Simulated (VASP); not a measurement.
# Ga4As3N (P4/mmm) in VASP: notebook, part 3 of 4

VASP 6.6.1.

### Step 5. Relaxation of cell and atoms, PBE

This run uses another cell than the first one, of 19.51 Å³/atom.

File INCAR:

```
PREC = Accurate
ENCUT = 600
EDIFF = 1E-6
ISMEAR = 0
SIGMA = 0.1
LREAL = F
LASPH = T
NELM = 100
ALGO = Normal
ISIF = 3
LWAVE = F
LCHARG = F
GGA = PE
IBRION = 2
NSW = 90
EDIFFG = -0.04
```

File KPOINTS:

```
Automatic mesh
0
Gamma
  4 4 2
```

File POSCAR:

```
Ga4As3N
1.0
    3.8072582500      0.0000000000      0.0000000000
    0.0000000000      3.8072582500      0.0000000000
    0.0000000000      0.0000000000     10.7685525100
Ga As N
4 3 1
Direct
    0.0000000000      0.0000000000      0.2500000000
    0.5000000000      0.5000000000      0.5000000000
    0.0000000000      0.0000000000      0.7500000000
    0.5000000000      0.5000000000      0.0000000000
    0.5000000000      0.5000000000      0.2500000000
    0.0000000000      0.0000000000      0.5000000000
    0.5000000000      0.5000000000      0.7500000000
    0.0000000000      0.0000000000      0.0000000000
```

Potentials or basis: VASP PAW PBE potentials, release 64 (Ga_d, As, N).

Launch:

```
cat potpaw_PBE.64/Ga_d/POTCAR potpaw_PBE.64/As/POTCAR potpaw_PBE.64/N/POTCAR > POTCAR
mpirun -np 1 vasp_std > vasp.out
```

OUTCAR:

```text
PREC = Accurate
   ENCUT = 600
   EDIFF = 1E-6
   ISMEAR = 0
   LREAL = F
   LASPH = T
   NELM = 100
   ISIF = 3
   GGA = PE
   IBRION = 2
   NSW = 90
   EDIFFG = -0.04

 ion  position               nearest neighbor table
   1  0.000  0.000  0.250-   5 2.69   5 2.69   5 2.69   5 2.69   6 2.69
   2  0.500  0.500  0.500-   6 2.69   6 2.69   6 2.69   6 2.69   7 2.69   5 2.69
   3  0.000  0.000  0.750-   7 2.69   7 2.69   7 2.69   7 2.69   6 2.69
   4  0.500  0.500  0.000-   5 2.69   7 2.69
   5  0.500  0.500  0.250-   1 2.69   1 2.69   1 2.69   1 2.69   4 2.69   2 2.69
   6  0.000  0.000  0.500-   2 2.69   2 2.69   2 2.69   2 2.69   3 2.69   1 2.69
   7  0.500  0.500  0.750-   3 2.69   3 2.69   3 2.69   3 2.69   4 2.69   2 2.69
   8  0.000  0.000  0.000-

  LATTYP: Found a simple tetragonal cell.
 ALAT       =     3.8072582500
 C/A-ratio  =     2.8284271260

  Lattice vectors:

 A1 = (   3.8072582500,   0.0000000000,   0.0000000000)
 A2 = (   0.0000000000,   3.8072582500,   0.0000000000)
 A3 = (   0.0000000000,   0.0000000000,  10.7685525100)

Analysis of symmetry for initial positions (statically):
=====================================================================
 Subroutine PRICEL returns:
 Original cell was already a primitive cell.

 Routine SETGRP: Setting up the symmetry group for a
 simple tetragonal supercell.

 Subroutine GETGRP returns: Found 16 space group operations
 (whereof 16 operations were pure point group operations)
 out of a pool of 16 trial point group operations.

The static configuration has the point symmetry D_4h.

Analysis of symmetry for dynamics (positions and initial velocities):
=====================================================================
 Subroutine PRICEL returns:
 Original cell was already a primitive cell.

 Routine SETGRP: Setting up the symmetry group for a
 simple tetragonal supercell.

 Subroutine GETGRP returns: Found 16 space group operations
 (whereof 16 operations were pure point group operations)
 out of a pool of 16 trial point group operations.

The dynamic configuration has the point symmetry D_4h.

 Subroutine INISYM returns: Found 16 space group operations
 (whereof 16 operations are pure point group operations),
 and found     1 'primitive' translations

----------------------------------------------------------------------------------------

                                     Primitive cell

  volume of cell :     156.0925

  direct lattice vectors                    reciprocal lattice vectors
     3.807258250  0.000000000  0.000000000     0.262656204  0.000000000  0.000000000
     0.000000000  3.807258250  0.000000000     0.000000000  0.262656204  0.000000000
     0.000000000  0.000000000 10.768552510     0.000000000  0.000000000  0.092862991

  length of vectors
     3.807258250  3.807258250 10.768552510     0.262656204  0.262656204  0.092862991

  position of ions in fractional coordinates (direct lattice)
     0.000000000  0.000000000  0.250000000
     0.500000000  0.500000000  0.500000000
     0.000000000  0.000000000  0.750000000
     0.500000000  0.500000000  0.000000000
     0.500000000  0.500000000  0.250000000
     0.000000000  0.000000000  0.500000000
     0.500000000  0.500000000  0.750000000
     0.000000000  0.000000000  0.000000000

[... 42 lines left out ...]
  0.250000  0.250000  0.000000      4.000000
  0.500000  0.250000  0.000000      4.000000
  0.500000  0.500000  0.000000      1.000000
  0.000000  0.000000  0.500000      1.000000
  0.250000  0.000000  0.500000      4.000000
  0.500000  0.000000  0.500000      2.000000
  0.250000  0.250000  0.500000      4.000000
  0.500000  0.250000  0.500000      4.000000
  0.500000  0.500000  0.500000      1.000000
   k-points           NKPTS =     12   k-points in BZ     NKDIM =     12   number of bands    NBANDS=     43
   number of dos      NEDOS =    301   number of ions     NIONS =      8
   total plane-waves  NPLWV =  81000
   dimension x,y,z NGX =    30 NGY =   30 NGZ =   90
   dimension x,y,z NGXF=    60 NGYF=   60 NGZF=  180
   ions per type =               4   3   1
   NGX,Y,Z   is equivalent  to a cutoff of  13.10, 13.10, 13.89 a.u.
   NGXF,Y,Z  is equivalent  to a cutoff of  26.20, 26.20, 27.79 a.u.
 SYSTEM =  unknown system
   PREC   = accura    normal or accurate (medium, high low for compatibility)
   ISTART =      0    job   : 0-new  1-cont  2-samecut
   ICHARG =      2    charge: 1-file 2-atom 10-const
   ISPIN  =      1    spin polarized calculation?
   LNONCOLLINEAR =      F non collinear calculations
   LSORBIT =      F    spin-orbit coupling
   LASPH  =      T    aspherical Exc in radial PAW
   ENCUT  =  600.0 eV  44.10 Ry    6.64 a.u.   7.60  7.60 21.51*2*pi/ulx,y,z
   NELM   =    100;   NELMIN=  2; NELMDL= -5     # of ELM steps
   EDIFF  = 0.1E-05   stopping-criterion for ELM
   LREAL  =      F    real-space projection
   EDIFFG = -.4E-01   stopping-criterion for IOM
   NSW    =     90    number of steps for IOM
   IBRION =      2    ionic relax: 0-MD 1-quasi-New 2-CG
   NFREE  =      1    steps in history (QN), initial steepest desc. (CG)
   ISIF   =      3    stress and relaxation
   ISYM   =      2    0-nonsym 1-usesym 2-fastsym
   POTIM  = 0.5000    time-step for ionic-motion
   TEBEG  =    0.0;   TEEND  =   0.0 temperature during run
   PSTRESS=    0.0 pullay stress
   NELECT =      72.0000    total number of electrons
   NUPDOWN=      -1.0000    fix difference up-down
   EMIN   =  10.00;   EMAX   =-10.00  energy-range for DOS
   EFERMI =   0.00;   METHOD = LEGACY
   ISMEAR =     0;   SIGMA  =   0.10  broadening in eV -4-tet -1-fermi 0-gaus
   EFERMI_NEDOS =   21; number of points for ismear=-14 and -15
   IALGO  =     38    algorithm
   IMIX   =      4    mixing-type and parameters
     AMIX     =   0.40;   BMIX     =  1.00
     AMIX_MAG =   1.60;   BMIX_MAG =  1.00
  volume/ion in A,a.u.               =      19.51       131.67
  Fermi-wavevector in a.u.,A,eV,Ry     =   1.264906  2.390326 21.769155  1.599988
  Thomas-Fermi vector in A             =   2.398187
   LORBIT       =      0    0 simple, 1 ext, 2 COOP (PROOUT), +10 PAW based schemes
   GGA     = PE    functional components
   LHFCALC =     F    Hartree Fock is set to
   AEXX    =    0.0000 exact exchange contribution
   IVDW    =     0    specifies the selected vdW correction
   LEPSILON=     F    determine dielectric tensor
   LRPA    =     F    only Hartree local field effects (RPA)
 conjugate gradient relaxation of ions
 non-spin polarized calculation
 Gauss-broadening in eV      SIGMA  =   0.10
  energy-cutoff  :      600.00
  volume of cell :      156.09
 maximum number of plane-waves:      5240
   NGX = 15   NGY = 15   NGZ = 43

--------------------------------------- Ionic step        1  -------------------------------------------

 number of electron      72.0000057 magnetization

 Free energy of the ion-electron system (eV)
  ---------------------------------------------------
  ext. energy  EPLUGINS =         0.00000000
  ---------------------------------------------------
  free energy    TOTEN  =       -30.50120947 eV

  energy without entropy =      -30.43986166  energy(sigma->0) =      -30.47053557

------------------------ aborting loop because EDIFF is reached ----------------------------------------

  FORCE on cell =-STRESS in cart. coord.  units (eV):
  Direction    XX          YY          ZZ          XY          YZ          ZX
  --------------------------------------------------------------------------------------
  -------------------------------------------------------------------------------------
  Total       -4.5118938     -4.5118938     -6.8208433      0.0000000      0.0000000      0.0000000
  in kB      -46.3113511    -46.3113511    -70.0110594      0.0000000      0.0000000      0.0000000
  external PRESSURE =     -54.2112539 kB  Pullay stress =       0.0000000 kB
[... 107 lines left out ...]
  FREE ENERGIE OF THE ION-ELECTRON SYSTEM (eV)
  ---------------------------------------------------
  free  energy   TOTEN  =       -30.9262149980 eV

  energy  without entropy=      -30.8762736373  energy(sigma->0) =      -30.90124432

[... ionic steps 4 to 29 ...]

--------------------------------------- Ionic step       30  -------------------------------------------

 number of electron      71.9999952 magnetization

------------------------ aborting loop because EDIFF is reached ----------------------------------------
[... 79 lines left out ...]
--------------------------------------- Ionic step       32  -------------------------------------------

 number of electron      71.9999966 magnetization

 Free energy of the ion-electron system (eV)
  ---------------------------------------------------
  ext. energy  EPLUGINS =         0.00000000
  ---------------------------------------------------
  free energy    TOTEN  =       -32.37116797 eV

  energy without entropy =      -32.34724847  energy(sigma->0) =      -32.35920822

 E-fermi :   4.8932     XC(G=0): -10.4966

 val. band max:        4.8440397076   @ k =   0.2500   0.0000   0.5000
 cond. band min:       4.9313028503   @ k =   0.5000   0.2500   0.5000
 fundamental gap:      0.0872631426
 Fermi energy:         4.8931947303

 k-point     1 :       0.0000    0.0000    0.0000
  band No.  band energies     occupation
      1     -10.7886      2.00000
      2     -10.1319      2.00000
      3     -10.0928      2.00000
      4     -10.0732      2.00000
      5     -10.0723      2.00000
      6     -10.0567      2.00000
[... 576 lines left out ...]
  FREE ENERGIE OF THE ION-ELECTRON SYSTEM (eV)
  ---------------------------------------------------
  free  energy   TOTEN  =       -32.3711679711 eV

  energy  without entropy=      -32.3472484731  energy(sigma->0) =      -32.35920822

 reached required accuracy - stopping structural energy minimisation
```

Wall time 46 min (1 thread of Intel Xeon 8259CL, shared host); peak memory 0.35 GiB.

What came out:

```yaml
Free_energy: -32.3712 eV
Relaxed_volume: 18.54 Å³/atom
Relaxed_cell: a = 3.663 Å, b = 3.663 Å, c = 11.054 Å, α = 90.00°, β = 90.00°, γ = 90.00°
Space_group_after_relaxing_to_0.1_Å: P4/mmm (No. 123)
Energy_gained_by_relaxing: 233.7 meV/atom
Ionic_steps: 32
Pressure_after_relaxing: 0.0 GPa
Largest_force_after_relaxing: 0.031 eV/Å
Band_gap_on_the_k_mesh: zero (bands 36 and 37 overlap by 3.24 eV)
```

Forces on the atoms (eV/Å):
```
Ga   0.000  0.000 -0.031
Ga   0.000  0.000  0.000
Ga   0.000  0.000  0.031
Ga   0.000  0.000  0.000
As   0.000  0.000 -0.031
As   0.000  0.000  0.000
As   0.000  0.000  0.031
N    0.000  0.000  0.000
```

The path:
```csv
step,energy change (eV),largest force (eV/Å),pressure (GPa),volume (Å³)
1,0.0000,0.9458,-5.42,156.09
2,-0.3988,1.2295,-0.16,141.64
3,-0.4250,1.3117,2.10,137.28
4,-0.7276,1.4073,3.04,135.25
5,-0.6399,1.1032,12.81,128.76
6,-0.9461,1.3879,4.77,133.17
7,-0.9455,0.7170,9.10,130.27
8,-1.0135,1.2117,6.48,131.81
9,-1.2109,0.8858,4.65,134.65
10,-1.3794,0.3598,2.36,141.10
11,-1.4906,0.2079,0.25,143.55
12,-1.5219,0.4925,-1.56,145.95
13,-1.5587,0.5024,-1.00,144.69
14,-1.6324,0.4559,1.02,140.89
15,-1.5669,0.2187,6.01,133.22
16,-1.6440,0.3965,2.08,138.84
17,-1.6735,0.3958,1.91,139.35
18,-1.7506,0.3422,1.49,140.84
19,-1.7881,0.2738,1.38,143.50
20,-1.7977,0.2673,1.30,142.71
21,-1.8306,0.2871,0.08,145.48
22,-1.8365,0.2984,-0.36,146.80
23,-1.8307,0.3209,-1.47,149.45
24,-1.8373,0.3040,-0.64,147.45
25,-1.8490,0.2379,-0.07,146.94
26,-1.8506,0.1909,0.24,146.68
27,-1.8610,0.1024,0.30,146.91
28,-1.8667,0.0297,0.40,147.20
29,-1.8680,0.1113,-0.27,148.47
30,-1.8683,0.0854,-0.08,148.08
31,-1.8692,0.0617,-0.06,148.17
32,-1.8700,0.0310,-0.03,148.30
```

Final structure:
```yaml
crystal:
  lattice:
    - [3.66269, 0.00000, 0.00000]
    - [0.00000, 3.66269, 0.00000]
    - [0.00000, 0.00000, 11.05441]
  atoms:
    - { symbol: Ga, position: [0.00000, 0.00000, 0.17538] }
    - { symbol: Ga, position: [0.50000, 0.50000, 0.50000] }
    - { symbol: Ga, position: [0.00000, 0.00000, 0.82462] }
    - { symbol: Ga, position: [0.50000, 0.50000, 0.00000] }
    - { symbol: As, position: [0.50000, 0.50000, 0.22874] }
    - { symbol: As, position: [0.00000, 0.00000, 0.50000] }
    - { symbol: As, position: [0.50000, 0.50000, 0.77126] }
    - { symbol: N, position: [0.00000, 0.00000, 0.00000] }
```

Levels at points of the mesh, in eV from the Fermi level:
```csv
k point,band 32,band 33,band 34,band 35,band 36,band 37,band 38,band 39,band 40,band 41
"(0.00, 0.00, 0.00)",-1.29,-1.16,-1.16,-0.33,-0.32,-0.19,-0.19,0.10,1.19,4.23
"(0.50, 0.00, 0.00)",-0.50,-0.38,0.20,0.48,0.94,1.52,1.87,2.55,3.29,3.45
"(0.50, 0.50, 0.00)",-4.29,-3.39,-3.31,-2.41,-2.41,-2.30,-1.73,0.91,2.58,3.78
"(0.00, 0.00, 0.50)",-1.54,-1.32,-1.21,-0.73,-0.73,-0.39,-0.39,0.97,2.37,4.37
"(0.50, 0.00, 0.50)",-1.40,-0.90,0.23,0.43,0.93,1.18,2.03,3.33,3.60,3.67
"(0.50, 0.50, 0.50)",-3.91,-3.91,-3.53,-2.56,-2.56,-1.14,-1.03,0.29,0.80,4.36
```

Caveat: the k points lie up to 0.43 Å⁻¹ apart in the final cell, too coarse for converged energies and pressures of a metal.

(Continued in part 4 of 4.)

The gap in the log of VASP goes by the Fermi energy; the results here count the filled bands.